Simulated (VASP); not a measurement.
# KMgF3 (Pm-3m) in VASP: a series of runs, part 3 of 3

VASP 6.6.1. The steps go on from the part before.

### 4 Single point, PBEsol

This run uses another cell than the first one, of 12.71 Å³/atom, 1.064 times its volume.

INCAR

```
ALGO = Normal
EDIFF = 1E-7
ENCUT = 520
GGA = PS
ISIF = 2
ISMEAR = 0
LASPH = True
LCHARG = False
LREAL = False
LWAVE = False
NBANDS = 24
NELM = 100
PREC = Accurate
SIGMA = 0.02
```

KPOINTS

```
k-points
0
Gamma
  6 6 6
```

POSCAR

```
KMgF3
1.0
    3.9908822799      0.0000000000      0.0000000000
    0.0000000000      3.9908822799      0.0000000000
    0.0000000000      0.0000000000      3.9908822799
K Mg F
1 1 3
Direct
    0.5000000000      0.5000000000      0.5000000000
    0.0000000000      0.0000000000      0.0000000000
    0.5000000000      0.0000000000      0.0000000000
    0.0000000000      0.5000000000      0.0000000000
    0.0000000000      0.0000000000      0.5000000000
```

Started as:

```sh
$ cat potpaw_PBE.64/K_sv/POTCAR potpaw_PBE.64/Mg/POTCAR potpaw_PBE.64/F/POTCAR > POTCAR
$ mpirun -np 1 vasp_std > vasp.out
```

Wall time 19 s (1 thread of AMD EPYC 9R14 (Zen 4), shared host); peak memory 0.15 GiB.

It converged, with:

| Property | Result |
| --- | --- |
| Free energy | -25.2631 eV |
| Pressure | -0.3 GPa |
| Band gap on the k mesh | 7.10 eV, indirect (least direct gap 7.42 eV) |

Levels at points of the mesh, in eV from the valence-band top:
| k point | band 12 | band 13 | band 14 | band 15 | band 16 | band 17 | band 18 | band 19 | band 20 | band 21 |
| --- | --- | --- | --- | --- | --- | --- | --- | --- | --- | --- |
| (0.00, 0.00, 0.00) | -0.63 | -0.63 | -0.32 | -0.32 | -0.32 | 7.10 | 9.94 | 9.94 | 12.13 | 12.13 |
| (0.50, 0.00, 0.00) | -0.88 | -0.87 | -0.87 | -0.53 | -0.53 | 9.93 | 10.25 | 11.00 | 12.72 | 12.72 |
| (0.50, 0.50, 0.00) | -1.05 | -1.05 | -0.90 | -0.90 | -0.02 | 10.79 | 11.56 | 12.41 | 12.41 | 12.74 |
| (0.50, 0.50, 0.50) | -1.13 | -1.13 | 0.00 | 0.00 | 0.00 | 10.29 | 10.29 | 10.29 | 13.77 | 14.07 |

Caveat: the PAW data sets were made with another functional, which shifts forces and pressure a little.

### 5 Single point, PBEsol (volume scaled by 1.03)

INCAR

```
  PREC = Accurate
  ENCUT = 520
  EDIFF = 1E-7
  ISMEAR = 0
  SIGMA = 0.02
  LREAL = F
  LASPH = T
  NELM = 80
  ALGO = Normal
  ISIF = 2
  LWAVE = F
  LCHARG = F
  GGA = PS
  NBANDS = 24
```

KPOINTS

```
Automatic mesh
0
Gamma
  6 6 6
```

Changes to POSCAR since step 4:

```diff
@@ -2,5 +2,5 @@
 1.0
-    3.9908822799      0.0000000000      0.0000000000
-    0.0000000000      3.9908822799      0.0000000000
-    0.0000000000      0.0000000000      3.9908822799
+    4.0303985358      0.0000000000      0.0000000000
+    0.0000000000      4.0303985358      0.0000000000
+    0.0000000000      0.0000000000      4.0303985358
 K Mg F
```

Potentials or basis: VASP PAW PBE potentials, release 64 (K_sv, Mg, F).

Started as:

```sh
$ cat potpaw_PBE.64/K_sv/POTCAR potpaw_PBE.64/Mg/POTCAR potpaw_PBE.64/F/POTCAR > POTCAR
$ mpirun -np 1 vasp_std > vasp.out
```

OUTCAR:

```text
PREC = Accurate
   ENCUT = 520
   EDIFF = 1E-7
   ISMEAR = 0
   LREAL = F
   LASPH = T
   NELM = 80
   ISIF = 2
   GGA = PS

 ion  position               nearest neighbor table
   1  0.500  0.500  0.500-   3 2.85   4 2.85   5 2.85   3 2.85   4 2.85   3 2.85   5 2.85   3 2.85
                             4 2.85   5 2.85   4 2.85   5 2.85   2 3.49   2 3.49   2 3.49   2 3.49
   2  0.000  0.000  0.000-   3 2.02   4 2.02   5 2.02   5 2.02   4 2.02   3 2.02   1 3.49   1 3.49
                             1 3.49   1 3.49   1 3.49   1 3.49   1 3.49   1 3.49
   3  0.500  0.000  0.000-   2 2.02   2 2.02   1 2.85   1 2.85   1 2.85   1 2.85
[... 740 lines left out ...]
  -------------------------------------------------------------------------------------
  Total       -0.9654032     -0.9654032     -0.9654032     -0.0000000     -0.0000000      0.0000000
  in kB      -23.6251918    -23.6251918    -23.6251918     -0.0000000     -0.0000000      0.0000000
  external PRESSURE =     -23.6251918 kB  Pullay stress =       0.0000000 kB

 VOLUME and BASIS-vectors are now :
 -----------------------------------------------------------------------------
  energy-cutoff  :      520.00
  volume of cell :       65.47
      direct lattice vectors                 reciprocal lattice vectors
     4.030398536  0.000000000  0.000000000     0.248114421  0.000000000  0.000000000
     0.000000000  4.030398536  0.000000000     0.000000000  0.248114421  0.000000000
     0.000000000  0.000000000  4.030398536     0.000000000  0.000000000  0.248114421

 POSITION                                       TOTAL-FORCE (eV/Angst)
 -----------------------------------------------------------------------------------
      2.01520      2.01520      2.01520         0.000000      0.000000      0.000000
      0.00000      0.00000      0.00000         0.000000      0.000000      0.000000
      2.01520      0.00000      0.00000         0.000000      0.000000      0.000000
      0.00000      2.01520      0.00000         0.000000      0.000000      0.000000
      0.00000      0.00000      2.01520         0.000000      0.000000      0.000000
 -----------------------------------------------------------------------------------
    total drift:                                0.000000     -0.000000      0.000000

  FREE ENERGIE OF THE ION-ELECTRON SYSTEM (eV)
  ---------------------------------------------------
  free  energy   TOTEN  =       -25.2505459549 eV

  energy  without entropy=      -25.2505459549  energy(sigma->0) =      -25.25054595
```

OSZICAR:

```text
N       E                     dE             d eps       ncg     rms          rms(c)
DAV:   1     0.217390867712E+03    0.21739E+03   -0.17387E+04   976   0.128E+03
DAV:   2    -0.159197679936E+02   -0.23331E+03   -0.22521E+03  1224   0.337E+02
DAV:   3    -0.264915471509E+02   -0.10572E+02   -0.10500E+02  1352   0.676E+01
DAV:   4    -0.271257524673E+02   -0.63421E+00   -0.63413E+00  1288   0.930E+00
DAV:   5    -0.271297181874E+02   -0.39657E-02   -0.39657E-02  1304   0.829E-01    0.809E+00
DAV:   6    -0.252847705347E+02    0.18449E+01   -0.59015E+00  1128   0.171E+01    0.392E+00
DAV:   7    -0.252611821269E+02    0.23588E-01   -0.21576E-01  1152   0.267E+00    0.232E+00
DAV:   8    -0.252507394694E+02    0.10443E-01   -0.65241E-02  1208   0.237E+00    0.294E-01
DAV:   9    -0.252503646664E+02    0.37480E-03   -0.12529E-02  1280   0.768E-01    0.140E-01
DAV:  10    -0.252505789776E+02   -0.21431E-03   -0.87910E-04  1144   0.189E-01    0.108E-01
DAV:  11    -0.252505400924E+02    0.38885E-04   -0.13409E-04  1192   0.839E-02    0.442E-02
DAV:  12    -0.252505459120E+02   -0.58196E-05   -0.26838E-05  1168   0.399E-02    0.360E-03
DAV:  13    -0.252505460808E+02   -0.16878E-06   -0.16864E-06  1256   0.729E-03    0.189E-03
DAV:  14    -0.252505459474E+02    0.13336E-06   -0.17650E-07   976   0.263E-03    0.945E-04
DAV:  15    -0.252505459549E+02   -0.74451E-08   -0.65199E-08   768   0.185E-03
   1 F= -.25250546E+02 E0= -.25250546E+02  d E =-.510598E-43
```

Wall time 19 s (1 thread of AMD EPYC 9R14 (Zen 4), shared host); peak memory 0.15 GiB.

What came out:

| Item | Value |
| --- | --- |
| Free energy | -25.2505 eV |
| Pressure | -2.4 GPa |
| Band gap on the k mesh | 6.88 eV, indirect (least direct gap 7.21 eV) |

Caveat: the cell differs from its parent crystal (volume scaled by 1.03); the PAW data sets were made with another functional, which shifts forces and pressure a little.

### 6 Single point, PBEsol (volume scaled by 1.06)

INCAR

```
  ALGO = Normal
  EDIFF = 1E-6
  ENCUT = 520
  GGA = PS
  ISIF = 2
  ISMEAR = 0
  LASPH = True
  LCHARG = False
  LREAL = False
  LWAVE = False
  NBANDS = 24
  NELM = 80
  PREC = Accurate
  SIGMA = 0.02
```

KPOINTS

```
k-points
0
Gamma
  6 6 6
```

Changes to POSCAR since step 5:

```diff
@@ -2,5 +2,5 @@
 1.0
-    4.0303985358      0.0000000000      0.0000000000
-    0.0000000000      4.0303985358      0.0000000000
-    0.0000000000      0.0000000000      4.0303985358
+    4.0691547454      0.0000000000      0.0000000000
+    0.0000000000      4.0691547454      0.0000000000
+    0.0000000000      0.0000000000      4.0691547454
 K Mg F
```

Potentials or basis: VASP PAW PBE potentials, release 64 (K_sv, Mg, F).

Started as:

```sh
$ cat potpaw_PBE.64/K_sv/POTCAR potpaw_PBE.64/Mg/POTCAR potpaw_PBE.64/F/POTCAR > POTCAR
$ mpirun -np 1 vasp_std > vasp.out
```

OUTCAR:

```text
EDIFF = 1E-6
   ENCUT = 520
   GGA = PS
   ISIF = 2
   ISMEAR = 0
   LASPH = True
   LREAL = False
   NELM = 80
   PREC = Accurate

 ion  position               nearest neighbor table
   1  0.500  0.500  0.500-   2 3.52   2 3.52   2 3.52   2 3.52   2 3.52   2 3.52   2 3.52   2 3.52

   2  0.000  0.000  0.000-   3 2.03   4 2.03   5 2.03   5 2.03   4 2.03   3 2.03   1 3.52   1 3.52
                             1 3.52   1 3.52   1 3.52   1 3.52   1 3.52   1 3.52
   3  0.500  0.000  0.000-   2 2.03   2 2.03
   4  0.000  0.500  0.000-   2 2.03   2 2.03
[... 738 lines left out ...]
  -------------------------------------------------------------------------------------
  Total       -1.7160745     -1.7160745     -1.7160745     -0.0000000      0.0000000      0.0000000
  in kB      -40.8069474    -40.8069474    -40.8069474     -0.0000000      0.0000000      0.0000000
  external PRESSURE =     -40.8069474 kB  Pullay stress =       0.0000000 kB

 VOLUME and BASIS-vectors are now :
 -----------------------------------------------------------------------------
  energy-cutoff  :      520.00
  volume of cell :       67.38
      direct lattice vectors                 reciprocal lattice vectors
     4.069154745  0.000000000  0.000000000     0.245751283  0.000000000  0.000000000
     0.000000000  4.069154745  0.000000000     0.000000000  0.245751283  0.000000000
     0.000000000  0.000000000  4.069154745     0.000000000  0.000000000  0.245751283

 POSITION                                       TOTAL-FORCE (eV/Angst)
 -----------------------------------------------------------------------------------
      2.03458      2.03458      2.03458         0.000000      0.000000      0.000000
      0.00000      0.00000      0.00000         0.000000      0.000000      0.000000
      2.03458      0.00000      0.00000         0.000000      0.000000      0.000000
      0.00000      2.03458      0.00000         0.000000      0.000000      0.000000
      0.00000      0.00000      2.03458         0.000000      0.000000      0.000000
 -----------------------------------------------------------------------------------
    total drift:                                0.000000     -0.000000      0.000000

  FREE ENERGIE OF THE ION-ELECTRON SYSTEM (eV)
  ---------------------------------------------------
  free  energy   TOTEN  =       -25.2158105314 eV

  energy  without entropy=      -25.2158105314  energy(sigma->0) =      -25.21581053
```

OSZICAR:

```text
N       E                     dE             d eps       ncg     rms          rms(c)
DAV:   1     0.215440901473E+03    0.21544E+03   -0.17268E+04  1016   0.126E+03
DAV:   2    -0.156032603620E+02   -0.23104E+03   -0.22319E+03  1208   0.339E+02
DAV:   3    -0.266023244813E+02   -0.10999E+02   -0.10937E+02  1392   0.686E+01
DAV:   4    -0.271030008231E+02   -0.50068E+00   -0.50063E+00  1256   0.853E+00
DAV:   5    -0.271055498270E+02   -0.25490E-02   -0.25490E-02  1312   0.688E-01    0.806E+00
DAV:   6    -0.252515625447E+02    0.18540E+01   -0.60027E+00  1136   0.169E+01    0.383E+00
DAV:   7    -0.252269568376E+02    0.24606E-01   -0.21859E-01  1160   0.262E+00    0.226E+00
DAV:   8    -0.252160107667E+02    0.10946E-01   -0.67963E-02  1200   0.242E+00    0.299E-01
DAV:   9    -0.252156279444E+02    0.38282E-03   -0.12773E-02  1272   0.772E-01    0.139E-01
DAV:  10    -0.252158381497E+02   -0.21021E-03   -0.78302E-04  1176   0.188E-01    0.106E-01
DAV:  11    -0.252158071092E+02    0.31041E-04   -0.14478E-04  1144   0.885E-02    0.332E-02
DAV:  12    -0.252158103828E+02   -0.32736E-05   -0.19494E-05  1216   0.337E-02    0.338E-03
DAV:  13    -0.252158105314E+02   -0.14861E-06   -0.14618E-06  1080   0.646E-03
   1 F= -.25215811E+02 E0= -.25215811E+02  d E =-.136264E-17
```

Wall time 17 s (1 thread of AMD EPYC 9R14 (Zen 4), shared host); peak memory 0.15 GiB.

Results:

```yaml
Free_energy: -25.2158 eV
Pressure: -4.1 GPa
Band_gap_on_the_k_mesh: 6.68 eV, indirect (least direct gap 7.01 eV)
```

Levels at points of the mesh, in eV from the valence-band top:
| k point | band 13 | band 14 | band 15 | band 16 | band 17 | band 18 | band 19 | band 20 |
| --- | --- | --- | --- | --- | --- | --- | --- | --- |
| (0.00, 0.00, 0.00) | -0.57 | -0.32 | -0.32 | -0.32 | 6.68 | 9.86 | 9.86 | 11.98 |
| (0.50, 0.00, 0.00) | -0.81 | -0.80 | -0.50 | -0.50 | 9.58 | 9.68 | 10.85 | 12.44 |
| (0.50, 0.50, 0.00) | -0.96 | -0.85 | -0.85 | -0.02 | 10.43 | 11.27 | 11.88 | 11.88 |
| (0.50, 0.50, 0.50) | -1.08 | 0.00 | 0.00 | 0.00 | 10.07 | 10.07 | 10.07 | 13.29 |

Caveat: the cell differs from its parent crystal (volume scaled by 1.06); the PAW data sets were made with another functional, which shifts forces and pressure a little. A k mesh can miss the band edges.

### 7 Summary

```tsv
cell	gap on the mesh (eV)	pressure (GPa)
a = 3.909 Å, 5 atoms	7.57	4.8
a = 3.951 Å, 5 atoms	7.32	2.0
a = 3.991 Å, 5 atoms	7.10	-0.3
a = 4.030 Å, 5 atoms	6.88	-2.4
a = 4.069 Å, 5 atoms	6.68	-4.1
```

Alike in all rows: task single point; level PBEsol; potentials or basis VASP PAW PBE potentials, release 64 (K_sv, Mg, F); no spin polarisation; k mesh 6 × 6 × 6; cutoff (eV) 520; smearing gaussian 0.02 eV.

Caveats: the PAW data sets were made with another functional, which shifts forces and pressure a little.

Absolute energies hang on the potentials; compare differences alone.
